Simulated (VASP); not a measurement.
Set up this calculation in VASP 6.6.1, as the native input.

| Property | Result |
| --- | --- |
| Task | single point |
| Functional | LDA |
| Potentials or basis | VASP PAW LDA potentials, release 64 (Ge_d) |
| Cutoff | 520 eV |
| k mesh | 18 × 18 × 18 |
| Occupations | fermi-dirac, width 0.1 eV |
| Spin | no spin polarisation |
| Dipole correction | no |
| Further INCAR settings | ALGO = Normal; EDIFF = 1e-07; NBANDS = 21 |

The structure of Ge lies in POSCAR:

```
Ge
1.0
   -2.4588466219      2.4588466219      1.3475010524
    2.4588466219     -2.4588466219      1.3475010524
    2.4588466219      2.4588466219     -1.3475010524
Ge
2
Direct
    0.2500000000      0.7500000000      0.5000000000
    0.5000000000      0.5000000000      0.0000000000
```

These files were run (other wordings do the same):

INCAR

```
ALGO     = Normal         # electronic algorithm
EDIFF    = 1E-7           # SCF threshold, eV
ENCUT    = 520            # plane-wave cutoff, eV
GGA      = CA             # functional
ISIF     = 2              # what is computed and relaxed
ISMEAR   = -1             # smearing method
LASPH    = T              # aspherical terms in the spheres
LCHARG   = F              # write CHGCAR
LREAL    = F              # projectors in reciprocal space
LWAVE    = F              # write WAVECAR
NBANDS   = 21             # bands
NELM     = 60             # most SCF steps
PREC     = Accurate       # precision mode
SIGMA    = 0.1            # smearing width, eV
```

KPOINTS

```
k-points
0
Gamma
  18 18 18
```

Potentials or basis: VASP PAW LDA potentials, release 64 (Ge_d).

The run is started by

```bash
$ cat potpaw_LDA.64/Ge_d/POTCAR > POTCAR
$ mpirun -np 1 vasp_std > vasp.out
```

Results of the run:

```yaml
Pressure: 10.0 GPa
Band_gap_on_the_k_mesh: zero (bands 14 and 15 overlap by 6.22 eV)
```

Caveat: the cell stands under pressure.

It took 110 s on 1 thread of Intel(R) Xeon(R) 6975P-C (Granite Rapids), with other jobs on the host, peak memory 0.34 GiB.
